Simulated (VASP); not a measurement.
# H (P6_3/mmc) in VASP: notebook, part 2 of 3

VASP 6.6.1. The steps go on from the part before.

### 3 Electric field gradients, PBE (5.35 Å³/atom)

File INCAR:

```
SYSTEM = H
PREC = Accurate ; ENCUT = 400
EDIFF = 1E-8 ; ISMEAR = -1
SIGMA = 0.01 ; LREAL = .False.
LASPH = .True. ; NELM = 120
ALGO = Normal ; ISIF = 2
LWAVE = .False. ; LCHARG = .False.
GGA = PE ; LEFG = .True.
NBANDS = 8 ; GGA_COMPAT = .False.
```

File KPOINTS:

```
Automatic mesh
0
Gamma
  13 13 7
  0 0 0
```

File POSCAR:

```
H
1.0
    1.9742154190      0.0000000000      0.0000000000
   -0.9871077095      1.7097207054      0.0000000000
    0.0000000000      0.0000000000      3.1714823542
H
2
Direct
    0.3333333333      0.6666666667      0.2500000000
    0.6666666667      0.3333333333      0.7500000000
```

Potentials or basis: VASP PAW PBE potentials, release 64 (H).

Run with:

```bash
$ cat potpaw_PBE.64/H/POTCAR > POTCAR
$ mpirun -np 1 vasp_std > vasp.out
```

OUTCAR:

```text
SYSTEM = H
   PREC = Accurate
   ENCUT = 400
   EDIFF = 1E-8
   ISMEAR = -1
   LREAL = .False.
   LASPH = .True.
   NELM = 120
   ISIF = 2
   GGA = PE

 ion  position               nearest neighbor table
   1  0.333  0.667  0.250-
   2  0.667  0.333  0.750-

  LATTYP: Found a hexagonal cell.
 ALAT       =     1.9742154190
 C/A-ratio  =     1.6064520233

  Lattice vectors:

 A1 = (   1.9742154190,   0.0000000000,   0.0000000000)
 A2 = (  -0.9871077095,   1.7097207054,   0.0000000000)
 A3 = (   0.0000000000,   0.0000000000,   3.1714823542)

Analysis of symmetry for initial positions (statically):
=====================================================================
 Subroutine PRICEL returns:
 Original cell was already a primitive cell.

 Routine SETGRP: Setting up the symmetry group for a
 hexagonal supercell.

 Subroutine GETGRP returns: Found 24 space group operations
 (whereof 12 operations were pure point group operations)
 out of a pool of 24 trial point group operations.

The static configuration has the point symmetry D_3d.
 The point group associated with its full space group is D_6h.

Analysis of symmetry for dynamics (positions and initial velocities):
=====================================================================
 Subroutine PRICEL returns:
 Original cell was already a primitive cell.

 Routine SETGRP: Setting up the symmetry group for a
 hexagonal supercell.

 Subroutine GETGRP returns: Found 24 space group operations
 (whereof 12 operations were pure point group operations)
 out of a pool of 24 trial point group operations.

The dynamic configuration has the point symmetry D_3d.
[... 409 lines left out ...]
  band No.  band energies     occupation
      1      -9.9034      2.00000
      2      -0.7103      0.00000
      3      10.6398      0.00000
      4      25.8870      0.00000
      5      29.5102      0.00000
      6      35.9796      0.00000
      7      37.5894      0.00000
      8      41.4182      0.00000

 [... further k-points ...]

------------------------ aborting loop because EDIFF is reached ----------------------------------------

  FORCE on cell =-STRESS in cart. coord.  units (eV):
  Direction    XX          YY          ZZ          XY          YZ          ZX
  --------------------------------------------------------------------------------------
  -------------------------------------------------------------------------------------
  Total       -1.5859072     -1.5859072     -1.8130923      0.0000000     -0.0000000      0.0000000
  in kB     -237.3593462   -237.3593462   -271.3616634      0.0000000     -0.0000000      0.0000000
  external PRESSURE =    -248.6934520 kB  Pullay stress =       0.0000000 kB

 VOLUME and BASIS-vectors are now :
 -----------------------------------------------------------------------------
  energy-cutoff  :      400.00
  volume of cell :       10.70
      direct lattice vectors                 reciprocal lattice vectors
     1.974215419  0.000000000  0.000000000     0.506530336  0.292445426  0.000000000
    -0.987107710  1.709720705  0.000000000     0.000000000  0.584890852  0.000000000
     0.000000000  0.000000000  3.171482354     0.000000000  0.000000000  0.315309968

 POSITION                                       TOTAL-FORCE (eV/Angst)
 -----------------------------------------------------------------------------------
     -0.00000      1.13981      0.79287        -0.000000      0.000000      0.000000
      0.98711      0.56991      2.37861         0.000000     -0.000000      0.000000
 -----------------------------------------------------------------------------------
    total drift:                               -0.000000      0.000000     -0.000000

  FREE ENERGIE OF THE ION-ELECTRON SYSTEM (eV)
  ---------------------------------------------------
  free  energy   TOTEN  =        -3.7474554151 eV

  energy  without entropy=       -3.7469993948  energy(sigma->0) =       -3.74722740

 Electric field gradients (V/A^2)
---------------------------------------------------------------------
 ion       V_xx      V_yy      V_zz      V_xy      V_xz      V_yz
---------------------------------------------------------------------
   1       0.033     0.032    -0.065    -0.000     0.000    -0.000
   2       0.033     0.032    -0.065    -0.000    -0.000     0.000
---------------------------------------------------------------------

 Electric field gradients after diagonalization (V/A^2)
 (convention: |V_zz| > |V_xx| > |V_yy|)
----------------------------------------------------------------------
 ion       V_xx      V_yy      V_zz     asymmetry (V_yy - V_xx)/ V_zz
----------------------------------------------------------------------
   1       0.033     0.032    -0.065       0.018
   2       0.033     0.032    -0.065       0.018
----------------------------------------------------------------------

           NMR quadrupolar parameters

 Cq : quadrupolar parameter    Cq=e*Q*V_zz/h
 eta: asymmetry parameters     (V_yy - V_xx)/ V_zz
 Q  : nuclear electric quadrupole moment in mb (millibarn)
----------------------------------------------------------------------
 ion       Cq(MHz)       eta       Q (mb)
----------------------------------------------------------------------
   1      -0.000       0.018       1.000
   2      -0.000       0.018       1.000
----------------------------------------------------------------------
```

stdout:

```text
POSCAR found type information on POSCAR H
 POSCAR found :  1 types and       2 ions
 scaLAPACK will be used
 LDA part: xc-table for (Slater+PW92), standard interpolation
 POSCAR, INCAR and KPOINTS ok, starting setup
 FFT: planning ... GRIDC
 FFT: planning ... GRID_SOFT
 FFT: planning ... GRID
 WAVECAR not read
 entering main loop
ion   1

ion   2
```

It took 3.5 s on 1 thread of Intel Xeon Platinum 8488C (Sapphire Rapids), shared host; peak memory 0.1 GiB.

What came out:

| Property | Result |
| --- | --- |
| Free energy | -3.7475 eV |
| Pressure | -24.9 GPa |
| Band gap on the k mesh | zero (bands 1 and 2 overlap by 9.17 eV) |
| Largest electric field gradient by atom | H -0.07 V/Å² |

Stress tensor (GPa, compression positive):
```
-23.74   0.00   0.00
  0.00 -23.74   0.00
  0.00   0.00 -27.14
```

Caveat: the cell stands under tension; without QUAD_EFG the Cq values of the log hold for a quadrupole moment of 1 mb, not for the nuclei.

### 4 Electric field gradients, PBE (5.52 Å³/atom)

This run uses another cell than the first one, of 5.52 Å³/atom.

File INCAR:

```
SYSTEM = H
PREC     = Accurate       ! precision mode
ENCUT    = 400            ! plane-wave cutoff, eV
EDIFF    = 1E-8           ! SCF threshold, eV
ISMEAR   = -1             ! smearing method
SIGMA    = 0.01           ! smearing width, eV
LREAL    = .False.        ! projectors in reciprocal space
LASPH    = .True.         ! aspherical terms in the spheres
NELM     = 120            ! most SCF steps
ALGO     = Normal         ! electronic algorithm
ISIF     = 2              ! what is computed and relaxed
LWAVE    = .False.        ! write WAVECAR
LCHARG   = .False.        ! write CHGCAR
GGA      = PE             ! functional
LEFG     = .True.       
NBANDS   = 8              ! bands
GGA_COMPAT= .False.
```

KPOINTS is that of step 3.

File POSCAR:

```
H
1.0
    1.9946445635      0.0000000000      0.0000000000
   -0.9973222818      1.7274128635      0.0000000000
    0.0000000000      0.0000000000      3.2043007947
H
2
Direct
    0.3333333333      0.6666666667      0.2500000000
    0.6666666667      0.3333333333      0.7500000000
```

Potentials or basis: VASP PAW PBE potentials, release 64 (H).

Run with:

```bash
$ cat potpaw_PBE.64/H/POTCAR > POTCAR
$ mpirun -np 1 vasp_std > vasp.out
```

OUTCAR:

```text
SYSTEM = H
   PREC = Accurate
   ENCUT = 400
   EDIFF = 1E-8
   ISMEAR = -1
   LREAL = .False.
   LASPH = .True.
   NELM = 120
   ISIF = 2
   GGA = PE

 ion  position               nearest neighbor table
   1  0.333  0.667  0.250-
   2  0.667  0.333  0.750-

  LATTYP: Found a hexagonal cell.
 ALAT       =     1.9946445635
 C/A-ratio  =     1.6064520233

  Lattice vectors:

 A1 = (   1.9946445635,   0.0000000000,   0.0000000000)
 A2 = (  -0.9973222818,   1.7274128635,   0.0000000000)
 A3 = (   0.0000000000,   0.0000000000,   3.2043007947)

Analysis of symmetry for initial positions (statically):
=====================================================================
 Subroutine PRICEL returns:
 Original cell was already a primitive cell.

 Routine SETGRP: Setting up the symmetry group for a
 hexagonal supercell.

 Subroutine GETGRP returns: Found 24 space group operations
 (whereof 12 operations were pure point group operations)
 out of a pool of 24 trial point group operations.

The static configuration has the point symmetry D_3d.
 The point group associated with its full space group is D_6h.

Analysis of symmetry for dynamics (positions and initial velocities):
=====================================================================
 Subroutine PRICEL returns:
 Original cell was already a primitive cell.

 Routine SETGRP: Setting up the symmetry group for a
 hexagonal supercell.

 Subroutine GETGRP returns: Found 24 space group operations
 (whereof 12 operations were pure point group operations)
 out of a pool of 24 trial point group operations.

The dynamic configuration has the point symmetry D_3d.
 The point group associated with its full space group is D_6h.

 Subroutine INISYM returns: Found 24 space group operations
 (whereof 12 operations are pure point group operations),
 and found     1 'primitive' translations

----------------------------------------------------------------------------------------

                                     Primitive cell

  volume of cell :      11.0407

  direct lattice vectors                    reciprocal lattice vectors
     1.994644564  0.000000000  0.000000000     0.501342454  0.289450201  0.000000000
    -0.997322282  1.727412863  0.000000000     0.000000000  0.578900401  0.000000000
     0.000000000  0.000000000  3.204300795     0.000000000  0.000000000  0.312080564

  length of vectors
     1.994644564  1.994644564  3.204300795     0.578900401  0.578900401  0.312080564

  position of ions in fractional coordinates (direct lattice)
     0.333333333  0.666666667  0.250000000
     0.666666667  0.333333333  0.750000000

  ion indices of the primitive-cell ions
   primitive index   ion index
                 1           1
                 2           2

----------------------------------------------------------------------------------------

 KPOINTS: Automatic mesh

Automatic generation of k-mesh.
 Grid dimensions read from file:
 generate k-points for:   13   13    7
[... 76 lines left out ...]
   NUPDOWN=      -1.0000    fix difference up-down
   EMIN   =  10.00;   EMAX   =-10.00  energy-range for DOS
   EFERMI =   0.00;   METHOD = LEGACY
   ISMEAR =    -1;   SIGMA  =   0.01  broadening in eV -4-tet -1-fermi 0-gaus
   EFERMI_NEDOS =   21; number of points for ismear=-14 and -15
   IALGO  =     38    algorithm
   IMIX   =      4    mixing-type and parameters
     AMIX     =   0.40;   BMIX     =  1.00
     AMIX_MAG =   1.60;   BMIX_MAG =  1.00
  volume/ion in A,a.u.               =       5.52        37.25
  Fermi-wavevector in a.u.,A,eV,Ry     =   0.926303  1.750459 11.674311  0.858038
  Thomas-Fermi vector in A             =   2.052251
   LORBIT       =      0    0 simple, 1 ext, 2 COOP (PROOUT), +10 PAW based schemes
   GGA     = PE    functional components
   LHFCALC =     F    Hartree Fock is set to
   AEXX    =    0.0000 exact exchange contribution
   IVDW    =     0    specifies the selected vdW correction
   LEPSILON=     F    determine dielectric tensor
   LRPA    =     F    only Hartree local field effects (RPA)
 non-spin polarized calculation
  energy-cutoff  :      400.00
  volume of cell :       11.04
 maximum number of plane-waves:       214
 NGX is ok and might be reduce to    14
   NGX =  7   NGY =  7   NGZ = 11

 number of electron       1.9999999 magnetization

 Free energy of the ion-electron system (eV)
  ---------------------------------------------------
  ext. energy  EPLUGINS =         0.00000000
  ---------------------------------------------------
  free energy    TOTEN  =        -3.69764340 eV

  energy without entropy =       -3.69723491  energy(sigma->0) =       -3.69743916

 E-fermi :  -1.1080     XC(G=0):  -9.0025

 val. band max:       -1.1204940159   @ k =   0.0769   0.0769   0.1429
 cond. band min:      -1.1030553909   @ k =   0.2308   0.0769   0.2857
 fundamental gap:      0.0174386251
 Fermi energy:        -1.1080019489

 k-point     1 :       0.0000    0.0000    0.0000
  band No.  band energies     occupation
      1     -11.2423      2.00000
      2      -0.3994      0.00000
      3       7.2290      0.00000
      4      33.1621      0.00000
      5      33.6427      0.00000
      6      40.3795      0.00000
      7      40.3795      0.00000
      8      42.3293      0.00000
[... 243 lines left out ...]
 k-point    24 :       0.1538    0.0000    0.1429
  band No.  band energies     occupation
      1      -9.8365      2.00000
      2      -0.8735      0.00000
      3      10.3324      0.00000
      4      25.2336      0.00000
      5      28.7024      0.00000
      6      35.1604      0.00000
      7      36.7172      0.00000
      8      40.4803      0.00000

 [... further k-points ...]

------------------------ aborting loop because EDIFF is reached ----------------------------------------

  FORCE on cell =-STRESS in cart. coord.  units (eV):
  Direction    XX          YY          ZZ          XY          YZ          ZX
  --------------------------------------------------------------------------------------
  -------------------------------------------------------------------------------------
  Total       -1.6312476     -1.6312476     -1.8600605      0.0000000      0.0000000      0.0000000
  in kB     -236.7203107   -236.7203107   -269.9247478      0.0000000      0.0000000      0.0000000
  external PRESSURE =    -247.7884564 kB  Pullay stress =       0.0000000 kB

 VOLUME and BASIS-vectors are now :
 -----------------------------------------------------------------------------
  energy-cutoff  :      400.00
  volume of cell :       11.04
      direct lattice vectors                 reciprocal lattice vectors
     1.994644564  0.000000000  0.000000000     0.501342454  0.289450201  0.000000000
    -0.997322282  1.727412863  0.000000000     0.000000000  0.578900401  0.000000000
     0.000000000  0.000000000  3.204300795     0.000000000  0.000000000  0.312080564

 POSITION                                       TOTAL-FORCE (eV/Angst)
 -----------------------------------------------------------------------------------
     -0.00000      1.15161      0.80108         0.000000      0.000000      0.000000
      0.99732      0.57580      2.40323        -0.000000     -0.000000      0.000000
 -----------------------------------------------------------------------------------
    total drift:                               -0.000000      0.000000     -0.000000

  FREE ENERGIE OF THE ION-ELECTRON SYSTEM (eV)
  ---------------------------------------------------
  free  energy   TOTEN  =        -3.6976434048 eV

  energy  without entropy=       -3.6972349112  energy(sigma->0) =       -3.69743916

 Electric field gradients (V/A^2)
---------------------------------------------------------------------
 ion       V_xx      V_yy      V_zz      V_xy      V_xz      V_yz
---------------------------------------------------------------------
   1       0.033     0.032    -0.064    -0.001     0.000    -0.000
   2       0.033     0.032    -0.064    -0.001    -0.000     0.000
---------------------------------------------------------------------

 Electric field gradients after diagonalization (V/A^2)
 (convention: |V_zz| > |V_xx| > |V_yy|)
----------------------------------------------------------------------
 ion       V_xx      V_yy      V_zz     asymmetry (V_yy - V_xx)/ V_zz
----------------------------------------------------------------------
   1       0.033     0.031    -0.064       0.025
   2       0.033     0.031    -0.064       0.025
----------------------------------------------------------------------

           NMR quadrupolar parameters

 Cq : quadrupolar parameter    Cq=e*Q*V_zz/h
 eta: asymmetry parameters     (V_yy - V_xx)/ V_zz
 Q  : nuclear electric quadrupole moment in mb (millibarn)
----------------------------------------------------------------------
 ion       Cq(MHz)       eta       Q (mb)
----------------------------------------------------------------------
   1      -0.000       0.025       1.000
   2      -0.000       0.025       1.000
----------------------------------------------------------------------
```

Wall time 3.3 s (1 thread of Intel Xeon Platinum 8488C (Sapphire Rapids), shared host); peak memory 0.1 GiB.

Results:

* Free energy: -3.6976 eV
* Pressure: -24.8 GPa
* Band gap on the k mesh: zero (bands 1 and 2 overlap by 8.90 eV)
* Largest electric field gradient by atom: H -0.06 V/Å²

Caveat: the cell stands under tension; without QUAD_EFG the Cq values of the log hold for a quadrupole moment of 1 mb, not for the nuclei.

(Continued in part 3 of 3.)
